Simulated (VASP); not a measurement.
A run of VASP 6.6.1 is set up as follows.

POSCAR

```
Si
1.0
    4.0410734278      0.0000000000      0.0000000000
    0.0000000000      5.7149408481      0.0000000000
    0.0000000000      0.0000000000      3.8014365275
Si
4
Direct
    0.0000000000     -0.0028802667      0.0000000000
    0.5000000000      0.4971197333      0.5000000000
    0.0000000000      0.2528802667      0.5000000000
    0.5000000000      0.7528802667      0.0000000000
```

The input INCAR.step1:

```
SYSTEM = Si
PREC = Accurate ; ENCUT = 500
EDIFF = 1E-8 ; ISMEAR = 0
SIGMA = 0.01 ; LREAL = .False.
LASPH = .True. ; NELM = 80
ALGO = Normal ; LWAVE = .True.
LCHARG = .False. ; GGA = PE
```

The input INCAR.step2:

```
SYSTEM = Si
PREC = Accurate ; ENCUT = 500
EDIFF = 1E-8 ; ISMEAR = 0
SIGMA = 0.01 ; LREAL = .False.
LASPH = .True. ; NELM = 1
ALGO = Exact ; LWAVE = .True.
LCHARG = .False. ; GGA = PE
NBANDS = 374 ; LOPTICS = .True.
ISTART = 1
```

INCAR.step3

```
SYSTEM = Si
PREC = Accurate ; ENCUT = 500
EDIFF = 1E-8 ; ISMEAR = 0
SIGMA = 0.01 ; LREAL = .False.
LASPH = .True. ; ALGO = EVGW0
LWAVE = .False. ; LCHARG = .False.
GGA = PE ; NELMGW = 1
NBANDS = 374 ; ENCUTGW = 150.0
NOMEGA = 96 ; PRECFOCK = Fast
ISTART = 1 ; NBANDSGW = 16
OMEGAMAX = 20
```

Contents of KPOINTS:

```
regular mesh
0
Gamma
  4 2 4
  0 0 0
```

Potentials or basis: VASP PAW PBE potentials, release 64 (Si_GW).

The run is started by

```sh
$ cat potpaw_PBE.64/Si_GW/POTCAR > POTCAR
$ cp INCAR.step1 INCAR
$ mpirun -np 1 vasp_std > vasp.out
$ cp INCAR.step2 INCAR
$ mpirun -np 1 vasp_std > vasp.out
$ cp INCAR.step3 INCAR
$ mpirun -np 1 vasp_std > vasp.out
```

**Question.** Predict the quasiparticle gap.

**Answer.** 0.77 eV.

**Question.** Predict the least direct quasiparticle gap.

**Answer.** 0.77 eV.

**Question.** Predict the least direct gap of the starting levels on the mesh.

**Answer.** 0.31 eV.

**Question.** What does it give for the band gap of the starting levels on the mesh?

**Answer.** 0.31 eV.

Caveat: the k points lie up to 0.55 Å⁻¹ apart; bands, screening cutoff and mesh are small and nothing is extrapolated, so the quasiparticle values aren't converged.
